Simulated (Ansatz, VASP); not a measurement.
## Cd3Te2Se in VASP and in Ansatz

```
Cd Te Se
1.0
     4.62631   -0.06493   -0.04762
    -2.36939    3.98761    0.01733
    -0.23379   -0.03672   22.12439
Cd Te Se
6 4 2
Direct
  0.35043 0.67494 0.00994
  0.31797 0.65185 0.32916
  0.33575 0.65304 0.65772
  0.68499 0.37901 0.15772
  0.70296 0.34767 0.50659
  0.67606 0.33213 0.83239
  0.32067 0.63132 0.45805
  0.31514 0.67252 0.78283
  0.66018 0.31265 0.28730
  0.67805 0.34153 0.96731
  0.30616 0.63362 0.13328
  0.65163 0.36970 0.62771
```

Change from the starting cell: cell x1, atoms moved at random (sigma 0.1 Å) and cell strained at random (1.5 %), then relaxed without symmetry.

Alike in both runs: task relaxation of cell and atoms; functional PBE; k mesh 6 × 6 × 1; occupations gaussian, width 0.2 eV; no spin polarisation.

```csv
,VASP,Ansatz
version,VASP 6.6.1,Ansatz 0.2.0
potentials or method,"VASP PAW PBE potentials, release 64 (Cd, Te, Se), cutoff 600 eV","scalar-relativistic, plane waves, PAW"
valence electrons in the cell,108,216
```

VASP gave:

| Item | Value |
| --- | --- |
| gap on the k mesh at the Fermi level, each at its own relaxed structure (eV) | 0.26 |
| relaxed volume (Å³/atom) | 34.09 |
| relaxed cell length with the largest relative difference (Å) | 22.500 |

Estimate Ansatz's values.

gap on the k mesh at the Fermi level, each at its own relaxed structure (eV): 0.26; relaxed volume (Å³/atom): 34.03; relaxed cell length with the largest relative difference (Å): 22.485.

VASP's potentials hold 108 valence electrons a cell and Ansatz's 216, so a difference there can come from the potentials and not from the codes.

Spin-orbit coupling is off throughout.
